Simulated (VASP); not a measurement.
Wanted: the native input for a VASP 6.6.1 run.

| Quantity | Value |
| --- | --- |
| Task | single point |
| Functional | LDA |
| Potentials or basis | VASP PAW LDA potentials, release 64 (Rh_pv) |
| Cutoff | 520 eV |
| k mesh | 15 × 15 × 15 |
| Occupations | fermi-dirac, width 0.1 eV |
| Spin | no spin polarisation |
| Dipole correction | no |
| Further INCAR settings | ALGO = Normal; EDIFF = 1e-06; NBANDS = 14 |

The structure of Rh lies in POSCAR:

```
Rh
1.0
    0.0000000000      1.8776226225      1.8776226225
    1.8776226225      0.0000000000      1.8776226225
    1.8776226225      1.8776226225      0.0000000000
Rh
1
Direct
    0.0000000000      0.0000000000      0.0000000000
```

These files were run (other wordings do the same):

INCAR

```
ALGO     = Normal         # electronic algorithm
EDIFF    = 1E-6           # SCF threshold, eV
ENCUT    = 520            # plane-wave cutoff, eV
GGA      = CA             # functional
ISIF     = 2              # what is computed and relaxed
ISMEAR   = -1             # smearing method
LASPH    = True           # aspherical terms in the spheres
LCHARG   = False          # write CHGCAR
LREAL    = False          # projectors in reciprocal space
LWAVE    = False          # write WAVECAR
NBANDS   = 14             # bands
NELM     = 80             # most SCF steps
PREC     = Accurate       # precision mode
SIGMA    = 0.1            # smearing width, eV
```

KPOINTS

```
k-points
0
Gamma
  15 15 15
```

Potentials or basis: VASP PAW LDA potentials, release 64 (Rh_pv).

Launch:

```console
$ cat potpaw_LDA.64/Rh_pv/POTCAR > POTCAR
$ mpirun -np 1 vasp_std > vasp.out
```

It gave:

- Pressure: 0.9 GPa

Run time: 10 s on 1 thread of Intel(R) Xeon(R) Platinum 8488C (Sapphire Rapids), with other jobs on the host, peak memory 0.13 GiB.
